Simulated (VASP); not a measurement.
Runs of VASP 6.6.1 on AgCl. The structure is that of space group Fm-3m (No. 225), or close to it. The cells are those of the table. 

| task | cell | cutoff (eV) | gap on the mesh (eV) | pressure (GPa) |
| --- | --- | --- | --- | --- |
| single point | a = 3.883, b = 3.883, c = 3.843 Å, angles 60.3, 60.3, 59.3°, 2 atoms | 500 | 0.84 | (a) |
| single point | a = 3.999 Å, angles 60.0°, 2 atoms | 520 | 0.93 | (c) |
| electric field gradients | a = 3.941, b = 3.941, c = 3.961 Å, angles 59.8, 59.8, 60.3°, 2 atoms | 400 | 0.88 | 0.4 |
| single point | a = 3.842 Å, angles 60.0°, 2 atoms | 520 | 0.90 | 5.1 |
| single point | a = 3.883 Å, angles 61.3°, 2 atoms | 520 | 0.88 | (b) |

Alike in all rows: level PBE; potentials or basis VASP PAW PBE potentials, release 64 (Ag, Cl); no spin polarisation; k mesh 8 × 8 × 8; smearing fermi-dirac 0.02 eV.

**Question.** Fill in the values left out.

**Answer.** (a) 3.8; (b) 1.5; (c) -1.0.

A k mesh can miss the band edges, and the runs leave out spin-orbit coupling on Ag.
